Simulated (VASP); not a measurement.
BN: single point with PBE+D3(BJ)

The system is BN.

```xyz
4
Lattice="2.6231 0.0000 0.0000 -1.3116 2.1704 0.0000 0.0000 0.0000 6.5924" Properties=species:S:1:pos:R:3 pbc="T T T"
B    -0.4535    0.0000    3.2962
B     0.4543    1.4469    0.0000
N     0.4521    0.0000    0.0000
N     0.8589    0.7235    3.2962
```

This cell differs from its parent crystal: atoms displaced along a vibrational mode, the cell strained.

```json
{
 "Program": "VASP 6.6.1",
 "Task": "single point",
 "Functional": "PBE",
 "Dispersion": "D3(BJ)",
 "Potentials or basis": "VASP PAW PBE potentials, release 64 (B, N)",
 "Cutoff": "520 eV",
 "k mesh": "12 × 12 × 4",
 "Occupations": "methfessel-paxton, width 0.05 eV",
 "Spin": "no spin polarisation"
}
```

- Pressure: -14.2 GPa
- Largest force: 0.466 eV/Å
- Band gap on the k mesh: 3.19 eV (least direct gap 3.56 eV)
- Dispersion energy per atom: -0.136 eV

Forces on the atoms (eV/Å):
```
B    0.034  0.365  0.000
B   -0.046  0.398  0.000
N    0.006 -0.466  0.000
N    0.006 -0.297  0.000
```

Stress tensor (GPa, compression positive):
```
-37.28   0.36   0.00
  0.36  -6.61   0.00
  0.00   0.00   1.33
```

Levels at points of the mesh, in eV from the valence-band top:
```tsv
k point	band 5	band 6	band 7	band 8	band 9	band 10	band 11	band 12
(0.00, 0.00, 0.00)	-1.77	-1.75	-1.62	-1.61	4.91	9.65	10.14	10.25
(0.50, 0.00, 0.00)	-4.10	-4.06	-1.68	-0.97	3.81	5.24	8.80	9.45
(0.50, 0.50, 0.00)	-4.10	-4.07	-1.93	-0.55	3.19	5.78	8.81	9.49
(0.00, 0.50, 0.00)	-4.73	-4.68	-1.27	-0.62	3.95	5.24	7.66	8.21
(0.00, 0.00, 0.50)	-1.76	-1.76	-1.62	-1.61	7.15	7.15	10.26	10.28
(0.50, 0.00, 0.50)	-4.09	-4.07	-1.28	-1.26	4.17	4.25	9.24	9.41
(0.50, 0.50, 0.50)	-4.09	-4.08	-1.29	-1.28	4.24	4.26	9.31	9.31
(0.00, 0.50, 0.50)	-4.71	-4.70	-0.89	-0.88	4.27	4.35	7.97	8.14
```

Run time: 49 s on 1 thread of Intel(R) Xeon(R) 6975P-C (Granite Rapids), on a shared host, peak memory 0.24 GiB.

Caveat: the cell differs from its parent crystal (atoms displaced along a vibrational mode, the cell strained); the cell stands under tension. A k mesh can miss the band edges.
